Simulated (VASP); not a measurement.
# MgO in VASP: notebook

The runs below take MgO through single point, with r2SCAN.

Everything below comes from runs of VASP 6.6.1. Logs are shortened: lines on timing, memory, paths and dates and some standing lists are left out, and cuts for length are marked.

### Step 1. The cell of the first run

Symmetry: P4/mmm, No. 123, tetragonal system. The conventional cell has a = 2.623 Å, b = 2.623 Å, c = 2.774 Å, α = 90.00°, β = 90.00°, γ = 90.00°. Mg (site symmetry 4/mmm) has 8 O at 2.32 Å and 6 Mg at 2.62 to 2.77 Å within 3.1 Å. O (site symmetry 4/mmm) has 8 Mg at 2.32 Å and 6 O at 2.62 to 2.77 Å within 3.1 Å.

### Step 2. Single point, r2SCAN (uniaxial z strain +5.7%)

File POSCAR:

```
MgO
1.0
    2.6233491278      0.0000000000      0.0000000000
    0.0000000000      2.6233491278      0.0000000000
    0.0000000000      0.0000000000      2.7736670328
Mg O
1 1
Direct
    0.0000000000      0.0000000000      0.0000000000
    0.5000000000      0.5000000000      0.5000000000
```

File INCAR.step1:

```
SYSTEM = MgO
PREC = Accurate
ENCUT = 660
ISMEAR = 0
SIGMA = 0.01
LREAL = .False.
LASPH = .True.
NELM = 120
NBANDS = 15
GGA = PE
ALGO = Normal
EDIFF = 1E-5
LWAVE = .True.
LCHARG = .False.
GGA_COMPAT = .False.
```

File INCAR.step2:

```
SYSTEM = MgO
PREC = Accurate
ENCUT = 660
EDIFF = 1E-6
ISMEAR = 0
SIGMA = 0.01
LREAL = .False.
LASPH = .True.
NELM = 120
ALGO = Normal
ISIF = 2
LWAVE = .False.
LCHARG = .False.
METAGGA = R2SCAN
LMIXTAU = .True.
NBANDS = 15
ISTART = 1
GGA_COMPAT = .False.
```

File KPOINTS:

```
Automatic mesh
0
Gamma
  10 10 10
  0 0 0
```

Potentials or basis: VASP PAW PBE potentials, release 64 (Mg_sv, O).

The run is started by

```console
$ cat potpaw_PBE.64/Mg_sv/POTCAR potpaw_PBE.64/O/POTCAR > POTCAR
$ cp INCAR.step1 INCAR
$ mpirun -np 1 vasp_std > vasp.out
$ cp INCAR.step2 INCAR
$ mpirun -np 1 vasp_std > vasp.out
```

OUTCAR:

```text
SYSTEM = MgO
   PREC = Accurate
   ENCUT = 660
   EDIFF = 1E-6
   ISMEAR = 0
   LREAL = .False.
   LASPH = .True.
   NELM = 120
   ISIF = 2
   METAGGA = R2SCAN
   ISTART = 1

 ion  position               nearest neighbor table
   1  0.000  0.000  0.000-
   2  0.500  0.500  0.500-

  LATTYP: Found a simple tetragonal cell.
 ALAT       =     2.6233491278
 C/A-ratio  =     1.0573000000

  Lattice vectors:

 A1 = (   2.6233491278,   0.0000000000,   0.0000000000)
 A2 = (   0.0000000000,   2.6233491278,   0.0000000000)
 A3 = (   0.0000000000,   0.0000000000,   2.7736670328)

Analysis of symmetry for initial positions (statically):
=====================================================================
 Subroutine PRICEL returns:
 Original cell was already a primitive cell.

 Routine SETGRP: Setting up the symmetry group for a
 simple tetragonal supercell.

 Subroutine GETGRP returns: Found 16 space group operations
 (whereof 16 operations were pure point group operations)
 out of a pool of 16 trial point group operations.

The static configuration has the point symmetry D_4h.

Analysis of symmetry for dynamics (positions and initial velocities):
=====================================================================
 Subroutine PRICEL returns:
 Original cell was already a primitive cell.

 Routine SETGRP: Setting up the symmetry group for a
 simple tetragonal supercell.

 Subroutine GETGRP returns: Found 16 space group operations
 (whereof 16 operations were pure point group operations)
 out of a pool of 16 trial point group operations.

The dynamic configuration has the point symmetry D_4h.

 Subroutine INISYM returns: Found 16 space group operations
 (whereof 16 operations are pure point group operations),
 and found     1 'primitive' translations

----------------------------------------------------------------------------------------

                                     Primitive cell

  volume of cell :      19.0883

  direct lattice vectors                    reciprocal lattice vectors
     2.623349128  0.000000000  0.000000000     0.381192114  0.000000000  0.000000000
     0.000000000  2.623349128  0.000000000     0.000000000  0.381192114  0.000000000
     0.000000000  0.000000000  2.773667033     0.000000000  0.000000000  0.360533542

  length of vectors
     2.623349128  2.623349128  2.773667033     0.381192114  0.381192114  0.360533542

  position of ions in fractional coordinates (direct lattice)
     0.000000000  0.000000000  0.000000000
     0.500000000  0.500000000  0.500000000

  ion indices of the primitive-cell ions
   primitive index   ion index
                 1           1
                 2           2

----------------------------------------------------------------------------------------

 KPOINTS: Automatic mesh

Automatic generation of k-mesh.
 Grid dimensions read from file:
 generate k-points for:   10   10   10

 Generating k-lattice:

  Cartesian coordinates                     Fractional coordinates (reciprocal lattice)
     0.038119211  0.000000000  0.000000000     0.100000000  0.000000000  0.000000000
     0.000000000  0.038119211  0.000000000     0.000000000  0.100000000  0.000000000
     0.000000000  0.000000000  0.036053354     0.000000000  0.000000000  0.100000000

  Length of vectors
     0.038119211  0.038119211  0.036053354

  Shift w.r.t. Gamma in fractional coordinates (k-lattice)
     0.000000000  0.000000000  0.000000000

 Subroutine IBZKPT returns following result:
 ===========================================

 Found    126 irreducible k-points:

 Following reciprocal coordinates:
            Coordinates               Weight
  0.000000  0.000000  0.000000      1.000000
  0.100000  0.000000  0.000000      4.000000
  0.200000  0.000000  0.000000      4.000000
  0.300000  0.000000  0.000000      4.000000
  0.400000  0.000000  0.000000      4.000000
  0.500000  0.000000  0.000000      2.000000
[... 16 lines left out ...]
  0.100000  0.000000  0.100000      8.000000
  0.200000  0.000000  0.100000      8.000000
 [... further k-points ...]
   k-points           NKPTS =    126   k-points in BZ     NKDIM =    126   number of bands    NBANDS=     15
   number of dos      NEDOS =    301   number of ions     NIONS =      2
   total plane-waves  NPLWV =  13824
   dimension x,y,z NGX =    24 NGY =   24 NGZ =   24
   dimension x,y,z NGXF=    48 NGYF=   48 NGZF=   48
   ions per type =               1   1
   NGX,Y,Z   is equivalent  to a cutoff of  15.21, 15.21, 14.38 a.u.
   NGXF,Y,Z  is equivalent  to a cutoff of  30.42, 30.42, 28.77 a.u.
 SYSTEM =  MgO
   PREC   = accura    normal or accurate (medium, high low for compatibility)
   ISTART =      1    job   : 0-new  1-cont  2-samecut
   ICHARG =      0    charge: 1-file 2-atom 10-const
   ISPIN  =      1    spin polarized calculation?
   LNONCOLLINEAR =      F non collinear calculations
   LSORBIT =      F    spin-orbit coupling
   LASPH  =      T    aspherical Exc in radial PAW
   ENCUT  =  660.0 eV  48.51 Ry    6.96 a.u.   5.50  5.50  5.81*2*pi/ulx,y,z
   NELM   =    120;   NELMIN=  2; NELMDL=  0     # of ELM steps
   EDIFF  = 0.1E-05   stopping-criterion for ELM
   LREAL  =      F    real-space projection
   EDIFFG = 0.1E-04   stopping-criterion for IOM
   NSW    =      0    number of steps for IOM
   IBRION =     -1    ionic relax: 0-MD 1-quasi-New 2-CG
   NFREE  =      0    steps in history (QN), initial steepest desc. (CG)
   ISIF   =      2    stress and relaxation
   ISYM   =      2    0-nonsym 1-usesym 2-fastsym
   POTIM  = 0.5000    time-step for ionic-motion
   TEBEG  =    0.0;   TEEND  =   0.0 temperature during run
   PSTRESS=    0.0 pullay stress
   NELECT =      16.0000    total number of electrons
   NUPDOWN=      -1.0000    fix difference up-down
   EMIN   =  10.00;   EMAX   =-10.00  energy-range for DOS
   EFERMI =   0.00;   METHOD = LEGACY
   ISMEAR =     0;   SIGMA  =   0.01  broadening in eV -4-tet -1-fermi 0-gaus
   EFERMI_NEDOS =   21; number of points for ismear=-14 and -15
   IALGO  =     38    algorithm
   IMIX   =      4    mixing-type and parameters
     AMIX     =   0.40;   BMIX     =  1.00
     AMIX_MAG =   1.60;   BMIX_MAG =  1.00
  volume/ion in A,a.u.               =       9.54        64.41
  Fermi-wavevector in a.u.,A,eV,Ry     =   1.543569  2.916922 32.417304  2.382605
  Thomas-Fermi vector in A             =   2.649213
   LORBIT       =      0    0 simple, 1 ext, 2 COOP (PROOUT), +10 PAW based schemes
   METAGGA = R2SCAN    functional components
   LHFCALC =     F    Hartree Fock is set to
   AEXX    =    0.0000 exact exchange contribution
   IVDW    =     0    specifies the selected vdW correction
   LEPSILON=     F    determine dielectric tensor
   LRPA    =     F    only Hartree local field effects (RPA)
 non-spin polarized calculation
 Gauss-broadening in eV      SIGMA  =   0.01
  energy-cutoff  :      660.00
  volume of cell :       19.09
 maximum number of plane-waves:       756
 NGX is ok and might be reduce to    24
   NGX = 11   NGY = 11   NGZ = 11

 number of electron      16.0000008 magnetization

 Free energy of the ion-electron system (eV)
  ---------------------------------------------------
  ext. energy  EPLUGINS =         0.00000000
  ---------------------------------------------------
  free energy    TOTEN  =       -14.45832598 eV

  energy without entropy =      -14.45832598  energy(sigma->0) =      -14.45832598

 E-fermi :   4.4258     XC(G=0): -12.0380

 val. band max:        4.2806449455   @ k =   0.5000   0.0000   0.5000
 cond. band min:       6.9788682184   @ k =   0.0000   0.0000   0.0000
 fundamental gap:      2.6982232729
 Fermi energy:         4.4258390805

 k-point     1 :       0.0000    0.0000    0.0000
  band No.  band energies     occupation
      1     -73.6707      2.00000
      2     -38.7472      2.00000
      3     -38.7472      2.00000
      4     -38.7205      2.00000
      5     -15.1174      2.00000
      6       2.5489      2.00000
      7       3.3772      2.00000
      8       3.3772      2.00000
      9       6.9789      0.00000
     10      15.0400      0.00000
     11      15.9524      0.00000
     12      24.1221      0.00000
     13      25.6710      0.00000
     14      25.6710      0.00000
     15      31.8414      0.00000

 k-point     2 :       0.1000    0.0000    0.0000
  band No.  band energies     occupation
      1     -73.6695      2.00000
      2     -38.7591      2.00000
      3     -38.7459      2.00000
      4     -38.7195      2.00000
      5     -15.0191      2.00000
      6       2.5604      2.00000
      7       2.5984      2.00000
      8       3.4203      2.00000
      9       7.5466      0.00000
     10      15.3046      0.00000
     11      16.0932      0.00000
     12      23.9174      0.00000
     13      25.5593      0.00000
     14      25.8722      0.00000
     15      30.7728      0.00000

 k-point     3 :       0.2000    0.0000    0.0000
  band No.  band energies     occupation
      1     -73.6664      2.00000
      2     -38.7908      2.00000
      3     -38.7430      2.00000
      4     -38.7164      2.00000
      5     -14.7486      2.00000
      6       0.9796      2.00000
      7       2.7312      2.00000
      8       3.5351      2.00000
      9       8.5877      0.00000
     10      15.9172      0.00000
     11      16.2878      0.00000
     12      23.3127      0.00000
     13      25.2086      0.00000
     14      26.7858      0.00000
     15      29.2863      0.00000
[... 343 lines left out ...]
 k-point    23 :       0.1000    0.0000    0.1000
  band No.  band energies     occupation
      1     -73.6689      2.00000
      2     -38.7585      2.00000
      3     -38.7455      2.00000
      4     -38.7268      2.00000
      5     -14.9410      2.00000
      6       1.8095      2.00000
      7       2.7032      2.00000
      8       3.4517      2.00000
      9       8.1425      0.00000
     10      15.4306      0.00000
     11      16.2393      0.00000
     12      23.7514      0.00000
     13      25.3654      0.00000
     14      26.0065      0.00000
     15      29.5781      0.00000

 k-point    24 :       0.2000    0.0000    0.1000
  band No.  band energies     occupation
      1     -73.6658      2.00000
      2     -38.7899      2.00000
      3     -38.7424      2.00000
      4     -38.7234      2.00000
      5     -14.6758      2.00000
      6       0.9925      2.00000
      7       2.1773      2.00000
      8       3.5686      2.00000
      9       9.1089      0.00000
     10      16.0573      0.00000
     11      16.2201      0.00000
     12      23.0368      0.00000
     13      25.1351      0.00000
     14      27.1749      0.00000
     15      27.7720      0.00000

 [... further k-points ...]

------------------------ aborting loop because EDIFF is reached ----------------------------------------

  FORCE on cell =-STRESS in cart. coord.  units (eV):
  Direction    XX          YY          ZZ          XY          YZ          ZX
  --------------------------------------------------------------------------------------
  -------------------------------------------------------------------------------------
  Total        0.4705457      0.4705457     -3.7619688      0.0000000     -0.0000000      0.0000000
  in kB       39.4953398     39.4953398   -315.7615612      0.0000000     -0.0000000      0.0000000
  external PRESSURE =     -78.9236272 kB  Pullay stress =       0.0000000 kB

 VOLUME and BASIS-vectors are now :
 -----------------------------------------------------------------------------
  energy-cutoff  :      660.00
  volume of cell :       19.09
      direct lattice vectors                 reciprocal lattice vectors
     2.623349128  0.000000000  0.000000000     0.381192114  0.000000000  0.000000000
     0.000000000  2.623349128  0.000000000     0.000000000  0.381192114  0.000000000
     0.000000000  0.000000000  2.773667033     0.000000000  0.000000000  0.360533542

 POSITION                                       TOTAL-FORCE (eV/Angst)
 -----------------------------------------------------------------------------------
      0.00000      0.00000      0.00000         0.000000      0.000000      0.000000
      1.31167      1.31167      1.38683         0.000000      0.000000      0.000000
 -----------------------------------------------------------------------------------
    total drift:                                0.000000      0.000000     -0.000000

  FREE ENERGIE OF THE ION-ELECTRON SYSTEM (eV)
  ---------------------------------------------------
  free  energy   TOTEN  =       -14.4583259790 eV

  energy  without entropy=      -14.4583259790  energy(sigma->0) =      -14.45832598
```

It took 1.9 min on 1 thread of AMD EPYC 9R45 (Zen 5), shared host; peak memory 0.15 GiB.

Results:

* Free energy: -14.4583 eV
* Pressure: -7.9 GPa
* Band gap on the k mesh: 2.70 eV, indirect (least direct gap 3.60 eV)

Stress tensor (GPa, compression positive):
```
  3.95   0.00   0.00
  0.00   3.95   0.00
  0.00   0.00 -31.58
```

Levels at points of the mesh, in eV from the valence-band top:
```csv
k point,band 4,band 5,band 6,band 7,band 8,band 9,band 10,band 11,band 12,band 13
"(0.00, 0.00, 0.00)",-43.00,-19.40,-1.73,-0.90,-0.90,2.70,10.76,11.67,19.84,21.39
"(0.50, 0.00, 0.00)",-42.99,-18.20,-6.34,-1.18,-0.43,7.06,9.99,15.42,17.20,17.96
"(0.50, 0.50, 0.00)",-42.98,-17.35,-4.60,-4.60,-0.52,6.13,12.49,12.49,12.78,18.79
"(0.00, 0.00, 0.50)",-43.02,-18.45,-6.65,-0.57,-0.57,7.80,9.49,15.27,18.45,18.83
"(0.50, 0.00, 0.50)",-43.01,-17.57,-4.86,-4.79,0.00,5.27,12.25,13.28,14.30,20.19
"(0.50, 0.50, 0.50)",-43.04,-16.72,-3.74,-3.74,-3.66,7.86,7.86,8.36,16.97,18.36
```

Caveat: the cell differs from its parent crystal (uniaxial z strain +5.7%); the PAW data sets were made with another functional, which shifts forces and pressure a little. A k mesh can miss the band edges.

### Step 3. Single point, r2SCAN (shear xy strain +4.4%)

File POSCAR:

```
MgO
1.0
    2.6233491278      0.0582383506      0.0000000000
    0.0582383506      2.6233491278      0.0000000000
    0.0000000000      0.0000000000      2.6233491278
Mg O
1 1
Direct
    0.0000000000      0.0000000000      0.0000000000
    0.5000000000      0.5000000000      0.5000000000
```

File INCAR.step1:

```
SYSTEM = MgO
PREC     = Accurate       ! precision mode
ENCUT    = 660            ! plane-wave cutoff, eV
ISMEAR   = 0              ! smearing method
SIGMA    = 0.01           ! smearing width, eV
LREAL    = .False.        ! projectors in reciprocal space
LASPH    = .True.         ! aspherical terms in the spheres
NELM     = 120            ! most SCF steps
NBANDS   = 15             ! bands
GGA      = PE             ! functional
ALGO     = Normal         ! electronic algorithm
EDIFF    = 1E-5           ! SCF threshold, eV
LWAVE    = .True.         ! write WAVECAR
LCHARG   = .False.        ! write CHGCAR
GGA_COMPAT= .False.
```

File INCAR.step2:

```
SYSTEM = MgO
PREC     = Accurate       ! precision mode
ENCUT    = 660            ! plane-wave cutoff, eV
EDIFF    = 1E-6           ! SCF threshold, eV
ISMEAR   = 0              ! smearing method
SIGMA    = 0.01           ! smearing width, eV
LREAL    = .False.        ! projectors in reciprocal space
LASPH    = .True.         ! aspherical terms in the spheres
NELM     = 120            ! most SCF steps
ALGO     = Normal         ! electronic algorithm
ISIF     = 2              ! what is computed and relaxed
LWAVE    = .False.        ! write WAVECAR
LCHARG   = .False.        ! write CHGCAR
METAGGA  = R2SCAN         ! meta-GGA
LMIXTAU  = .True.       
NBANDS   = 15             ! bands
ISTART   = 1            
GGA_COMPAT= .False.
```

KPOINTS is that of step 2.

Potentials or basis: VASP PAW PBE potentials, release 64 (Mg_sv, O).

The run is started by

```console
$ cat potpaw_PBE.64/Mg_sv/POTCAR potpaw_PBE.64/O/POTCAR > POTCAR
$ cp INCAR.step1 INCAR
$ mpirun -np 1 vasp_std > vasp.out
$ cp INCAR.step2 INCAR
$ mpirun -np 1 vasp_std > vasp.out
```

It took 2.3 min on 1 thread of Intel Xeon Platinum 8259CL at 2.50GHz (Skylake/Cascade Lake), shared host; peak memory 0.19 GiB.

It converged, with:

```
Free energy            : -14.5661 eV
Pressure               : -0.1 GPa
Band gap on the k mesh : 3.55 eV, indirect (least direct gap 4.47 eV)
```

Stress tensor (GPa, compression positive):
```
-0.12  2.61  0.00
 2.61 -0.12  0.00
 0.00  0.00 -0.09
```

Levels at points of the mesh, in eV from the valence-band top:
```csv
k point,band 5,band 6,band 7,band 8,band 9,band 10,band 11,band 12
"(0.00, 0.00, 0.00)",-19.57,-1.17,-1.05,-0.92,3.55,11.50,11.53,21.59
"(0.50, 0.00, 0.00)",-18.33,-6.57,-0.59,-0.59,8.06,10.75,15.89,18.27
"(0.50, 0.50, 0.00)",-17.48,-4.96,-4.68,0.00,6.02,13.15,13.97,14.48
"(0.00, 0.00, 0.50)",-18.33,-6.58,-0.73,-0.43,8.09,10.73,15.90,18.57
"(0.50, 0.00, 0.50)",-17.48,-4.83,-4.82,0.00,6.00,13.53,13.58,14.43
"(0.50, 0.50, 0.50)",-16.61,-3.85,-3.79,-3.71,8.04,8.52,8.97,18.27
```

Caveat: the cell differs from its parent crystal (shear xy strain +4.4%); the PAW data sets were made with another functional, which shifts forces and pressure a little. A k mesh can miss the band edges.
